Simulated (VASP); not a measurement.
TiTe2:

```
CELL_PARAMETERS angstrom
3.77700 0.00000 0.00000
-1.88850 3.27098 0.00000
0.00000 0.00000 6.49800
ATOMIC_POSITIONS crystal
Te 0.33333 0.66667 0.73720
Te 0.66667 0.33333 0.26280
Ti 0.00000 0.00000 0.00000
```

```yaml
Program: VASP 6.6.1
Task: relaxation of cell and atoms
Functional: BLYP
Potentials_or_basis: VASP PAW PBE potentials, release 64 (Te, Ti_sv)
Cutoff: 600 eV
k_mesh: 8 × 8 × 4
Occupations: fermi-dirac, width 0.05 eV
Spin: no spin polarisation
```

At the start: pressure 5.4 GPa; volume 26.76 Å³/atom.

Q: Where does the relaxation end?

A: Over 47 steps the energy falls by 80.6 meV/atom and the volume is 37.95 Å³/atom (+41.8 %); space group P-3m1 (No. 164, to 0.1 Å) before and after.

Step by step:
```
step  energy change (eV)  largest force (eV/Å)  pressure (GPa)  volume (Å³)
   1              0.0000                0.0785            5.39        80.28
   3             -0.1103                0.5636            0.05        87.29
   5             -0.1585                0.1094            0.13        90.58
   7             -0.1993                0.0633            0.13        94.23
   9             -0.1984                0.4720           -1.96       107.59
  11             -0.2304                0.0704           -0.26       103.57
  13             -0.2261                0.2049            0.95       102.63
  15             -0.2331                0.0096            0.14       103.70
  17             -0.2338                0.1126           -0.24       105.39
  19             -0.2348                0.0716           -0.10       105.42
  21             -0.2367                0.0174           -0.14       107.89
  23             -0.2376                0.0452            0.16       107.91
  25             -0.2392                0.0300            0.15       109.94
  27             -0.2397                0.0614           -0.11       110.59
  29             -0.2403                0.0304           -0.04       110.95
  31             -0.2405                0.0080           -0.02       111.69
  33             -0.2406                0.0100            0.07       111.44
  35             -0.2407                0.0204            0.13       111.48
  37             -0.2410                0.0114            0.13       111.90
  39             -0.2414                0.0250            0.04       112.94
  41             -0.2416                0.0334           -0.02       113.38
  43             -0.2418                0.0052            0.04       113.72
  45             -0.2418                0.0011            0.02       113.77
  47             -0.2419                0.0066            0.03       113.85
```

Final structure:
```yaml
crystal:
  lattice:
    - [3.91229, 0.00000, 0.00000]
    - [-1.95614, 3.38814, 0.00000]
    - [0.00000, 0.00000, 8.58867]
  atoms:
    - { symbol: Te, position: [0.33333, 0.66667, 0.80110] }
    - { symbol: Te, position: [0.66667, 0.33333, 0.19890] }
    - { symbol: Ti, position: [0.00000, 0.00000, 0.00000] }
```

Caveat: the volume moved by over 15 % at a fixed basis, so the end points are rough; the PAW data sets were made with another functional, which shifts forces and pressure a little; this functional lacks dispersion, which binds layers or chains, so the pressure and a relaxed spacing across them are unreliable.
